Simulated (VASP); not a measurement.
# GaN (R3m) in VASP: notebook, part 2 of 2

VASP 6.6.1. The steps go on from the part before.

**4. Single point, PBE**

File INCAR:

```
SYSTEM = GaN
PREC = Accurate
ENCUT = 520
EDIFF = 1E-7
ISMEAR = 0
SIGMA = 0.05
LREAL = .False.
LASPH = .True.
NELM = 80
ALGO = Normal
ISIF = 2
LWAVE = .False.
LCHARG = .False.
GGA = PE
NBANDS = 16
```

File KPOINTS:

```
regular mesh
0
Gamma
  10 10 10
  0 0 0
```

File POSCAR:

```
GaN
1.0
    0.0000000000      2.2535006075      2.2535006075
    2.2535006075      0.0000000000      2.2535006075
    2.2535006075      2.2535006075      0.0000000000
Ga N
1 1
Direct
    0.0192151136      0.0192151136      0.0192151136
    0.7500000000      0.7500000000      0.7500000000
```

Potentials or basis: VASP PAW PBE potentials, release 64 (Ga_d, N).

Run with:

```sh
cat potpaw_PBE.64/Ga_d/POTCAR potpaw_PBE.64/N/POTCAR > POTCAR
mpirun -np 1 vasp_std > vasp.out
```

OUTCAR:

```text
SYSTEM = GaN
   PREC = Accurate
   ENCUT = 520
   EDIFF = 1E-7
   ISMEAR = 0
   LREAL = .False.
   LASPH = .True.
   NELM = 80
   ISIF = 2
   GGA = PE

 ion  position               nearest neighbor table
   1  0.019  0.019  0.019-   2 1.91   2 1.91   2 1.91   2 2.10
   2  0.750  0.750  0.750-   1 1.91   1 1.91   1 1.91   1 2.10

  LATTYP: Found a face centered cubic cell.
 ALAT       =     4.5070012150

  Lattice vectors:

 A1 = (   0.0000000000,   2.2535006075,   2.2535006075)
 A2 = (   2.2535006075,   0.0000000000,   2.2535006075)
 A3 = (   2.2535006075,   2.2535006075,   0.0000000000)

Analysis of symmetry for initial positions (statically):
=====================================================================
 Subroutine PRICEL returns:
 Original cell was already a primitive cell.

 Routine SETGRP: Setting up the symmetry group for a
 face centered cubic supercell.

 Subroutine GETGRP returns: Found  6 space group operations
 (whereof  6 operations were pure point group operations)
 out of a pool of 48 trial point group operations.

The static configuration has the point symmetry C_3v.

Analysis of symmetry for dynamics (positions and initial velocities):
=====================================================================
 Subroutine PRICEL returns:
 Original cell was already a primitive cell.

 Routine SETGRP: Setting up the symmetry group for a
 face centered cubic supercell.

 Subroutine GETGRP returns: Found  6 space group operations
 (whereof  6 operations were pure point group operations)
 out of a pool of 48 trial point group operations.

The dynamic configuration has the point symmetry C_3v.

 Subroutine INISYM returns: Found  6 space group operations
 (whereof  6 operations are pure point group operations),
 and found     1 'primitive' translations

----------------------------------------------------------------------------------------

                                     Primitive cell

  volume of cell :      22.8877
[... 108 lines left out ...]
     AMIX     =   0.40;   BMIX     =  1.00
     AMIX_MAG =   1.60;   BMIX_MAG =  1.00
  volume/ion in A,a.u.               =      11.44        77.23
  Fermi-wavevector in a.u.,A,eV,Ry     =   1.511117  2.855596 31.068543  2.283473
  Thomas-Fermi vector in A             =   2.621216
   LORBIT       =      0    0 simple, 1 ext, 2 COOP (PROOUT), +10 PAW based schemes
   GGA     = PE    functional components
   LHFCALC =     F    Hartree Fock is set to
   AEXX    =    0.0000 exact exchange contribution
   IVDW    =     0    specifies the selected vdW correction
   LEPSILON=     F    determine dielectric tensor
   LRPA    =     F    only Hartree local field effects (RPA)
 non-spin polarized calculation
 Gauss-broadening in eV      SIGMA  =   0.05
  energy-cutoff  :      520.00
  volume of cell :       22.89
 maximum number of plane-waves:       636
   NGX = 11   NGY = 11   NGZ = 11

 number of electron      18.0000003 magnetization

 Free energy of the ion-electron system (eV)
  ---------------------------------------------------
  ext. energy  EPLUGINS =         0.00000000
  ---------------------------------------------------
  free energy    TOTEN  =       -12.03653813 eV

  energy without entropy =      -12.03653813  energy(sigma->0) =      -12.03653813

 E-fermi :   5.7582     XC(G=0): -11.6671

 val. band max:        5.5384615934   @ k =   0.0000   0.0000   0.0000
 cond. band min:       7.0138918072   @ k =   0.0000   0.0000   0.0000
 fundamental gap:      1.4754302138
 Fermi energy:         5.7582441506

 k-point     1 :       0.0000    0.0000    0.0000
  band No.  band energies     occupation
      1     -10.7150      2.00000
      2      -8.2163      2.00000
      3      -8.2163      2.00000
      4      -8.1057      2.00000
      5      -7.8777      2.00000
      6      -7.8777      2.00000
[... 433 lines left out ...]
      3      -8.1196      2.00000
      4      -7.8681      2.00000
      5      -7.8394      2.00000
      6      -6.6033      2.00000
[... 8 lines left out ...]
     15      24.0851      0.00000
     16      25.7397      0.00000

 [... further k-points ...]

------------------------ aborting loop because EDIFF is reached ----------------------------------------

  FORCE on cell =-STRESS in cart. coord.  units (eV):
  Direction    XX          YY          ZZ          XY          YZ          ZX
  --------------------------------------------------------------------------------------
  -------------------------------------------------------------------------------------
  Total        0.9593933      0.9593933      0.9593933     -0.4972739     -0.4972739     -0.4972739
  in kB       67.1590035     67.1590035     67.1590035    -34.8099368    -34.8099368    -34.8099368
  external PRESSURE =      67.1590035 kB  Pullay stress =       0.0000000 kB

 VOLUME and BASIS-vectors are now :
 -----------------------------------------------------------------------------
  energy-cutoff  :      520.00
  volume of cell :       22.89
      direct lattice vectors                 reciprocal lattice vectors
     0.000000000  2.253500607  2.253500607    -0.221877020  0.221877020  0.221877020
     2.253500607  0.000000000  2.253500607     0.221877020 -0.221877020  0.221877020
     2.253500607  2.253500607  0.000000000     0.221877020  0.221877020 -0.221877020

 POSITION                                       TOTAL-FORCE (eV/Angst)
 -----------------------------------------------------------------------------------
      0.08660      0.08660      0.08660        -0.714573     -0.714573     -0.714573
      3.38025      3.38025      3.38025         0.714573      0.714573      0.714573
 -----------------------------------------------------------------------------------
    total drift:                               -0.000031     -0.000031     -0.000031

  FREE ENERGIE OF THE ION-ELECTRON SYSTEM (eV)
  ---------------------------------------------------
  free  energy   TOTEN  =       -12.0365381289 eV

  energy  without entropy=      -12.0365381289  energy(sigma->0) =      -12.03653813
```

OSZICAR:

```text
N       E                     dE             d eps       ncg     rms          rms(c)
DAV:   1     0.858067203178E+02    0.85807E+02   -0.91512E+03  4112   0.206E+03
DAV:   2    -0.795858251818E+01   -0.93765E+02   -0.86873E+02  4280   0.337E+02
DAV:   3    -0.140100514816E+02   -0.60515E+01   -0.60295E+01  4344   0.724E+01
DAV:   4    -0.140812626651E+02   -0.71211E-01   -0.71201E-01  4576   0.840E+00
DAV:   5    -0.140822623199E+02   -0.99965E-03   -0.99965E-03  4488   0.896E-01    0.780E+00
DAV:   6    -0.120363300821E+02    0.20459E+01   -0.50943E+00  5648   0.407E+01    0.270E+00
DAV:   7    -0.120448290872E+02   -0.84990E-02   -0.32597E-01  4008   0.664E+00    0.178E+00
DAV:   8    -0.120404589984E+02    0.43701E-02   -0.58748E-02  4192   0.341E+00    0.786E-01
DAV:   9    -0.120362741543E+02    0.41848E-02   -0.14719E-02  5720   0.275E+00    0.200E-01
DAV:  10    -0.120366126733E+02   -0.33852E-03   -0.14470E-03  4168   0.520E-01    0.879E-02
DAV:  11    -0.120365333161E+02    0.79357E-04   -0.24537E-04  5496   0.237E-01    0.881E-03
DAV:  12    -0.120365383945E+02   -0.50783E-05   -0.25083E-05  4200   0.519E-02    0.919E-03
DAV:  13    -0.120365382019E+02    0.19256E-06   -0.81427E-07  4632   0.129E-02    0.290E-03
DAV:  14    -0.120365381289E+02    0.73053E-07   -0.57357E-08  3288   0.297E-03
   1 F= -.12036538E+02 E0= -.12036538E+02  d E =-.114569E-12
```

It took 18 s on 1 thread of Intel Xeon 6975P-C, shared host; peak memory 0.17 GiB.

Results:

- Free energy: -12.0365 eV
- Pressure: 6.7 GPa
- Largest force: 1.238 eV/Å
- Band gap on the k mesh: 1.48 eV, direct

Forces on the atoms (eV/Å):
```
Ga  -0.715 -0.715 -0.715
N    0.715  0.715  0.715
```

Levels at points of the mesh, in eV from the valence-band top:
```tsv
k point	band 5	band 6	band 7	band 8	band 9	band 10	band 11	band 12	band 13	band 14
(0.00, 0.00, 0.00)	-13.42	-13.42	-0.43	-0.43	0.00	1.48	9.98	10.20	10.20	17.25
(0.50, 0.00, 0.00)	-13.36	-12.12	-7.45	-1.61	-0.83	4.43	8.43	9.57	10.95	15.26
(0.50, 0.50, 0.50)	-13.38	-12.17	-6.82	-1.23	-1.23	4.17	8.36	9.89	9.89	15.39
(0.50, 0.50, 0.00)	-13.33	-11.72	-6.40	-3.09	-2.76	3.04	6.33	11.39	13.67	13.90
```

Caveat: the cell differs from its parent crystal (all Ga atoms moved -0.150 Å, as atom 1 towards its neighbour atom 2 (N) at 1.952 Å); forces of over 1 eV/Å act on the atoms, so gaps and moduli don't describe the material at rest.

**5. Single point, PBE**

File INCAR:

```
PREC     = Accurate       # precision mode
ENCUT    = 520            # plane-wave cutoff, eV
EDIFF    = 1E-6           # SCF threshold, eV
ISMEAR   = 0              # smearing method
SIGMA    = 0.05           # smearing width, eV
LREAL    = False          # projectors in reciprocal space
LASPH    = True           # aspherical terms in the spheres
NELM     = 100            # most SCF steps
ALGO     = Normal         # electronic algorithm
ISIF     = 2              # what is computed and relaxed
LWAVE    = False          # write WAVECAR
LCHARG   = False          # write CHGCAR
GGA      = PE             # functional
NBANDS   = 16             # bands
```

File KPOINTS:

```
Automatic mesh
0
Gamma
  10 10 10
```

Changes to POSCAR since step 4:

```diff
@@ -8,3 +8,3 @@
 Direct
-    0.0192151136      0.0192151136      0.0192151136
+    0.0096075568      0.0096075568      0.0096075568
     0.7500000000      0.7500000000      0.7500000000
```

Run with:

```sh
cat potpaw_PBE.64/Ga_d/POTCAR potpaw_PBE.64/N/POTCAR > POTCAR
mpirun -np 1 vasp_std > vasp.out
```

Wall time 18 s (1 thread of Intel Xeon 6975P-C, shared host); peak memory 0.17 GiB.

The run converged. Its results:

```
Free energy            : -12.1129 eV
Pressure               : 5.6 GPa
Largest force          : 0.757 eV/Å
Band gap on the k mesh : 1.58 eV, direct
```

Forces on the atoms (eV/Å):
```
Ga  -0.437 -0.437 -0.437
N    0.437  0.437  0.437
```

Stress tensor (GPa, compression positive):
```
 5.58 -2.12 -2.12
-2.12  5.58 -2.12
-2.12 -2.12  5.58
```

Levels at points of the mesh, in eV from the valence-band top:
| k point | band 7 | band 8 | band 9 | band 10 | band 11 | band 12 |
| --- | --- | --- | --- | --- | --- | --- |
| (0.00, 0.00, 0.00) | -0.24 | -0.24 | 0.00 | 1.58 | 10.06 | 10.22 |
| (0.50, 0.00, 0.00) | -7.27 | -1.32 | -0.92 | 4.52 | 8.57 | 9.91 |
| (0.50, 0.50, 0.50) | -6.94 | -1.12 | -1.12 | 4.38 | 8.53 | 10.10 |
| (0.50, 0.50, 0.00) | -6.28 | -2.92 | -2.77 | 3.19 | 6.49 | 11.54 |

Caveat: the cell differs from its parent crystal (all Ga atoms moved -0.075 Å, as atom 1 towards its neighbour atom 2 (N) at 1.952 Å).
